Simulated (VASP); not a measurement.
# GaP in VASP: further runs, part 2 of 3

VASP 6.6.1. The steps go on from the part before.

**4. Electric field gradients, LDA (zz strain of -2 %)**

Contents of INCAR:

```
SYSTEM = GaP
PREC     = Accurate       ! precision mode
ENCUT    = 520            ! plane-wave cutoff, eV
EDIFF    = 1E-8           ! SCF threshold, eV
ISMEAR   = -1             ! smearing method
SIGMA    = 0.05           ! smearing width, eV
LREAL    = .False.        ! projectors in reciprocal space
LASPH    = .True.         ! aspherical terms in the spheres
NELM     = 60             ! most SCF steps
ALGO     = Normal         ! electronic algorithm
ISIF     = 2              ! what is computed and relaxed
LWAVE    = .False.        ! write WAVECAR
LCHARG   = .False.        ! write CHGCAR
GGA      = CA             ! functional
LEFG     = .True.       
NBANDS   = 16             ! bands
```

Contents of KPOINTS:

```
regular mesh
0
Gamma
  10 10 10
  0 0 0
```

Contents of POSCAR:

```
GaP
1.0
    0.0000000000      2.7252500000      2.6707450000
    2.7252500000      0.0000000000      2.6707450000
    2.7252500000      2.7252500000      0.0000000000
Ga P
1 1
Direct
    0.0000000000      0.0000000000      0.0000000000
    0.7500000000      0.7500000000      0.7500000000
```

Potentials or basis: VASP PAW LDA potentials, release 64 (Ga_d, P).

On the command line:

```
$ cat potpaw_LDA.64/Ga_d/POTCAR potpaw_LDA.64/P/POTCAR > POTCAR
$ mpirun -np 1 vasp_std > vasp.out
```

OUTCAR:

```text
SYSTEM = GaP
   PREC = Accurate
   ENCUT = 520
   EDIFF = 1E-8
   ISMEAR = -1
   LREAL = .False.
   LASPH = .True.
   NELM = 60
   ISIF = 2
   GGA = CA

 ion  position               nearest neighbor table
   1  0.000  0.000  0.000-   2 2.34   2 2.34   2 2.34   2 2.34
   2  0.750  0.750  0.750-   1 2.34   1 2.34   1 2.34   1 2.34

  LATTYP: Found a body centered tetragonal cell.
 ALAT       =     3.8540855109
 C/A-ratio  =     1.3859292911

  Lattice vectors:

 A1 = (   0.0000000000,  -2.7252500000,  -2.6707450000)
 A2 = (   0.0000000000,   2.7252500000,  -2.6707450000)
 A3 = (   2.7252500000,   0.0000000000,   2.6707450000)

Analysis of symmetry for initial positions (statically):
=====================================================================
 Subroutine PRICEL returns:
 Original cell was already a primitive cell.

 Routine SETGRP: Setting up the symmetry group for a
 body centered tetragonal supercell.

 Subroutine GETGRP returns: Found  8 space group operations
 (whereof  8 operations were pure point group operations)
 out of a pool of 16 trial point group operations.

The static configuration has the point symmetry D_2d.

Analysis of symmetry for dynamics (positions and initial velocities):
=====================================================================
 Subroutine PRICEL returns:
 Original cell was already a primitive cell.

 Routine SETGRP: Setting up the symmetry group for a
 body centered tetragonal supercell.

 Subroutine GETGRP returns: Found  8 space group operations
 (whereof  8 operations were pure point group operations)
 out of a pool of 16 trial point group operations.

The dynamic configuration has the point symmetry D_2d.

 Subroutine INISYM returns: Found  8 space group operations
 (whereof  8 operations are pure point group operations),
 and found     1 'primitive' translations

----------------------------------------------------------------------------------------

                                     Primitive cell

  volume of cell :      39.6712

  direct lattice vectors                    reciprocal lattice vectors
     0.000000000  2.725250000  2.670745000    -0.183469406  0.183469406  0.187213680
     2.725250000  0.000000000  2.670745000     0.183469406 -0.183469406  0.187213680
     2.725250000  2.725250000  0.000000000     0.183469406  0.183469406 -0.187213680

  length of vectors
     3.815739302  3.815739302  3.854085511     0.319954697  0.319954697  0.319954697

  position of ions in fractional coordinates (direct lattice)
     0.000000000  0.000000000  0.000000000
     0.750000000  0.750000000  0.750000000

  ion indices of the primitive-cell ions
   primitive index   ion index
                 1           1
                 2           2

----------------------------------------------------------------------------------------

 KPOINTS: regular mesh

Automatic generation of k-mesh.
 Grid dimensions read from file:
[... 72 lines left out ...]
   ISYM   =      2    0-nonsym 1-usesym 2-fastsym
   POTIM  = 0.5000    time-step for ionic-motion
   TEBEG  =    0.0;   TEEND  =   0.0 temperature during run
   PSTRESS=    0.0 pullay stress
   NELECT =      18.0000    total number of electrons
   NUPDOWN=      -1.0000    fix difference up-down
   EMIN   =  10.00;   EMAX   =-10.00  energy-range for DOS
   EFERMI =   0.00;   METHOD = LEGACY
   ISMEAR =    -1;   SIGMA  =   0.05  broadening in eV -4-tet -1-fermi 0-gaus
   EFERMI_NEDOS =   21; number of points for ismear=-14 and -15
   IALGO  =     38    algorithm
   IMIX   =      4    mixing-type and parameters
     AMIX     =   0.40;   BMIX     =  1.00
     AMIX_MAG =   1.60;   BMIX_MAG =  1.00
  volume/ion in A,a.u.               =      19.84       133.86
  Fermi-wavevector in a.u.,A,eV,Ry     =   1.257981  2.377239 21.531428  1.582515
  Thomas-Fermi vector in A             =   2.391613
   LORBIT       =      0    0 simple, 1 ext, 2 COOP (PROOUT), +10 PAW based schemes
   GGA     = CA    functional components
   LHFCALC =     F    Hartree Fock is set to
   AEXX    =    0.0000 exact exchange contribution
   IVDW    =     0    specifies the selected vdW correction
   LEPSILON=     F    determine dielectric tensor
   LRPA    =     F    only Hartree local field effects (RPA)
 non-spin polarized calculation
  energy-cutoff  :      520.00
  volume of cell :       39.67
 maximum number of plane-waves:      1086
   NGX = 15   NGY = 15   NGZ = 15

 number of electron      17.9999996 magnetization

 Free energy of the ion-electron system (eV)
  ---------------------------------------------------
  ext. energy  EPLUGINS =         0.00000000
  ---------------------------------------------------
  free energy    TOTEN  =       -10.44920538 eV

  energy without entropy =      -10.44920535  energy(sigma->0) =      -10.44920537

 E-fermi :   5.3892     XC(G=0): -10.2550

 val. band max:        4.7889094520   @ k =   0.0000   0.0000   0.0000
 cond. band min:       6.0150330214   @ k =   0.4000   0.4000   0.0000
 fundamental gap:      1.2261235695
 Fermi energy:         5.3891883939

 k-point     1 :       0.0000    0.0000    0.0000
  band No.  band energies     occupation
      1     -10.0280      2.00000
      2     -10.0280      2.00000
      3     -10.0223      2.00000
      4      -9.9231      2.00000
      5      -9.9208      2.00000
      6      -7.9477      2.00000
[... 433 lines left out ...]
      3      -9.9746      2.00000
      4      -9.9516      2.00000
      5      -9.9020      2.00000
      6      -5.8624      2.00000
[... 8 lines left out ...]
     15      16.5046      0.00000
     16      18.5284      0.00000

 [... further k-points ...]

------------------------ aborting loop because EDIFF is reached ----------------------------------------

  FORCE on cell =-STRESS in cart. coord.  units (eV):
  Direction    XX          YY          ZZ          XY          YZ          ZX
  --------------------------------------------------------------------------------------
  -------------------------------------------------------------------------------------
  Total       -0.3740406     -0.3740406      0.0029350      0.0000000      0.0000000     -0.0000000
  in kB      -15.1061643    -15.1061643      0.1185343      0.0000000      0.0000000     -0.0000000
  external PRESSURE =     -10.0312647 kB  Pullay stress =       0.0000000 kB

 VOLUME and BASIS-vectors are now :
 -----------------------------------------------------------------------------
  energy-cutoff  :      520.00
  volume of cell :       39.67
      direct lattice vectors                 reciprocal lattice vectors
     0.000000000  2.725250000  2.670745000    -0.183469406  0.183469406  0.187213680
     2.725250000  0.000000000  2.670745000     0.183469406 -0.183469406  0.187213680
     2.725250000  2.725250000  0.000000000     0.183469406  0.183469406 -0.187213680

 POSITION                                       TOTAL-FORCE (eV/Angst)
 -----------------------------------------------------------------------------------
      0.00000      0.00000      0.00000        -0.000000     -0.000000      0.000000
      4.08788      4.08788      4.00612         0.000000      0.000000     -0.000000
 -----------------------------------------------------------------------------------
    total drift:                                0.000002      0.000002     -0.000003

  FREE ENERGIE OF THE ION-ELECTRON SYSTEM (eV)
  ---------------------------------------------------
  free  energy   TOTEN  =       -10.4492053798 eV

  energy  without entropy=      -10.4492053534  energy(sigma->0) =      -10.44920537

 Electric field gradients (V/A^2)
---------------------------------------------------------------------
 ion       V_xx      V_yy      V_zz      V_xy      V_xz      V_yz
---------------------------------------------------------------------
   1      -1.795    -1.795     3.590    -0.005     0.002     0.002
   2       1.178     1.178    -2.357    -0.000     0.000     0.000
---------------------------------------------------------------------

 Electric field gradients after diagonalization (V/A^2)
 (convention: |V_zz| > |V_xx| > |V_yy|)
----------------------------------------------------------------------
 ion       V_xx      V_yy      V_zz     asymmetry (V_yy - V_xx)/ V_zz
----------------------------------------------------------------------
   1      -1.800    -1.790     3.590       0.003
   2       1.179     1.178    -2.357       0.000
----------------------------------------------------------------------

           NMR quadrupolar parameters

 Cq : quadrupolar parameter    Cq=e*Q*V_zz/h
 eta: asymmetry parameters     (V_yy - V_xx)/ V_zz
 Q  : nuclear electric quadrupole moment in mb (millibarn)
----------------------------------------------------------------------
 ion       Cq(MHz)       eta       Q (mb)
----------------------------------------------------------------------
   1       0.009       0.003       1.000
   2      -0.006       0.000       1.000
----------------------------------------------------------------------
```

It took 82 s on 1 thread of Intel Xeon Platinum 8375C at 2.90GHz (Ice Lake), shared host; peak memory 0.18 GiB.

Results:

```yaml
Free_energy: -10.4492 eV
Pressure: -1.0 GPa
Band_gap_on_the_k_mesh: 1.23 eV, indirect (least direct gap 1.73 eV)
```

Electric field gradients, principal values (V/Å²):
| atom | least | middle | greatest (by size) |
| --- | --- | --- | --- |
| 1 Ga | -1.790 | -1.800 | 3.590 |
| 2 P | 1.178 | 1.179 | -2.357 |

Caveat: the cell differs from its parent crystal (zz strain of -2 %); without QUAD_EFG the Cq values of the log hold for a quadrupole moment of 1 mb, not for the nuclei. A k mesh can miss the band edges.

**5. Electric field gradients, LDA (equal xx and yy strain of +2 %)**

INCAR, as its differences from that of step 4:

```diff
@@ -8,3 +8,3 @@
 LASPH    = .True.         ! aspherical terms in the spheres
-NELM     = 60             ! most SCF steps
+NELM     = 100            ! most SCF steps
 ALGO     = Normal         ! electronic algorithm
@@ -13,3 +13,2 @@
 LCHARG   = .False.        ! write CHGCAR
-GGA      = CA             ! functional
 LEFG     = .True.
```

Contents of KPOINTS:

```
Automatic mesh
0
Gamma
  10 10 10
  0 0 0
```

Contents of POSCAR:

```
GaP
1.0
    0.0000000000      2.7797550000      2.7252500000
    2.7797550000      0.0000000000      2.7252500000
    2.7797550000      2.7797550000      0.0000000000
Ga P
1 1
Direct
    0.0000000000      0.0000000000      0.0000000000
    0.7500000000      0.7500000000      0.7500000000
```

Potentials or basis: VASP PAW LDA potentials, release 64 (Ga_d, P).

On the command line:

```
$ cat potpaw_LDA.64/Ga_d/POTCAR potpaw_LDA.64/P/POTCAR > POTCAR
$ mpirun -np 1 vasp_std > vasp.out
```

OUTCAR:

```text
SYSTEM = GaP
   PREC = Accurate
   ENCUT = 520
   EDIFF = 1E-8
   ISMEAR = -1
   LREAL = .False.
   LASPH = .True.
   NELM = 100
   ISIF = 2

 ion  position               nearest neighbor table
   1  0.000  0.000  0.000-   2 2.39   2 2.39   2 2.39   2 2.39
   2  0.750  0.750  0.750-   1 2.39   1 2.39   1 2.39   1 2.39

  LATTYP: Found a body centered tetragonal cell.
 ALAT       =     3.9311672211
 C/A-ratio  =     1.3864838847

  Lattice vectors:

 A1 = (   0.0000000000,  -2.7797550000,  -2.7252500000)
 A2 = (   0.0000000000,   2.7797550000,  -2.7252500000)
 A3 = (   2.7797550000,   0.0000000000,   2.7252500000)

Analysis of symmetry for initial positions (statically):
=====================================================================
 Subroutine PRICEL returns:
 Original cell was already a primitive cell.

 Routine SETGRP: Setting up the symmetry group for a
[... 645 lines left out ...]
  energy-cutoff  :      520.00
  volume of cell :       42.12
      direct lattice vectors                 reciprocal lattice vectors
     0.000000000  2.779755000  2.725250000    -0.179871967  0.179871967  0.183469406
     2.779755000  0.000000000  2.725250000     0.179871967 -0.179871967  0.183469406
     2.779755000  2.779755000  0.000000000     0.179871967  0.179871967 -0.183469406

 POSITION                                       TOTAL-FORCE (eV/Angst)
 -----------------------------------------------------------------------------------
      0.00000      0.00000      0.00000         0.000000      0.000000      0.000000
      4.16963      4.16963      4.08788        -0.000000     -0.000000     -0.000000
 -----------------------------------------------------------------------------------
    total drift:                                0.000000      0.000000     -0.000000

  FREE ENERGIE OF THE ION-ELECTRON SYSTEM (eV)
  ---------------------------------------------------
  free  energy   TOTEN  =       -10.3983440192 eV

  energy  without entropy=      -10.3983439939  energy(sigma->0) =      -10.39834401

 Electric field gradients (V/A^2)
---------------------------------------------------------------------
 ion       V_xx      V_yy      V_zz      V_xy      V_xz      V_yz
---------------------------------------------------------------------
   1      -1.734    -1.734     3.469    -0.002    -0.003    -0.003
   2       1.125     1.125    -2.249    -0.000    -0.000    -0.000
---------------------------------------------------------------------

 Electric field gradients after diagonalization (V/A^2)
 (convention: |V_zz| > |V_xx| > |V_yy|)
----------------------------------------------------------------------
 ion       V_xx      V_yy      V_zz     asymmetry (V_yy - V_xx)/ V_zz
----------------------------------------------------------------------
   1      -1.736    -1.732     3.469       0.001
   2       1.125     1.124    -2.249       0.000
----------------------------------------------------------------------

           NMR quadrupolar parameters

 Cq : quadrupolar parameter    Cq=e*Q*V_zz/h
 eta: asymmetry parameters     (V_yy - V_xx)/ V_zz
 Q  : nuclear electric quadrupole moment in mb (millibarn)
----------------------------------------------------------------------
 ion       Cq(MHz)       eta       Q (mb)
----------------------------------------------------------------------
   1       0.008       0.001       1.000
   2      -0.005       0.000       1.000
----------------------------------------------------------------------
```

stdout:

```text
POSCAR found type information on POSCAR GaP
 POSCAR found :  2 types and       2 ions
 scaLAPACK will be used
 LDA part: xc-table for (Slater(with rela. corr.)+CA(PZ))
 , standard interpolation
 POSCAR, INCAR and KPOINTS ok, starting setup
 FFT: planning ... GRIDC
 FFT: planning ... GRID_SOFT
 FFT: planning ... GRID
 WAVECAR not read
 entering main loop
ion   1

ion   2
```

It took 33 s on 1 thread of Intel Xeon 6975P-C (Granite Rapids), shared host; peak memory 0.19 GiB.

What came out:

```
Free energy            : -10.3983 eV
Pressure               : -5.5 GPa
Band gap on the k mesh : 1.24 eV, direct
```

Levels at points of the mesh, in eV from the valence-band top:
| k point | band 5 | band 6 | band 7 | band 8 | band 9 | band 10 | band 11 | band 12 | band 13 | band 14 |
| --- | --- | --- | --- | --- | --- | --- | --- | --- | --- | --- |
| (0.00, 0.00, 0.00) | -14.62 | -12.29 | -0.10 | -0.10 | 0.00 | 1.24 | 3.70 | 3.75 | 3.75 | 8.25 |
| (0.50, 0.00, 0.00) | -14.61 | -10.33 | -6.56 | -1.22 | -1.06 | 1.32 | 4.50 | 4.65 | 7.90 | 10.28 |
| (0.50, 0.50, 0.00) | -14.60 | -9.41 | -6.64 | -2.73 | -2.73 | 1.42 | 1.52 | 10.08 | 10.08 | 10.65 |
| (0.50, 0.00, 0.50) | -14.61 | -9.49 | -6.77 | -2.60 | -2.59 | 1.55 | 1.71 | 10.05 | 10.08 | 10.48 |

Electric field gradients, principal values (V/Å²):
```csv
atom,least,middle,greatest (by size)
1 Ga,-1.732,-1.736,3.469
2 P,1.124,1.125,-2.249
```

Caveat: the cell differs from its parent crystal (equal xx and yy strain of +2 %); without QUAD_EFG the Cq values of the log hold for a quadrupole moment of 1 mb, not for the nuclei. A k mesh can miss the band edges.

[end of part 2 of 3]
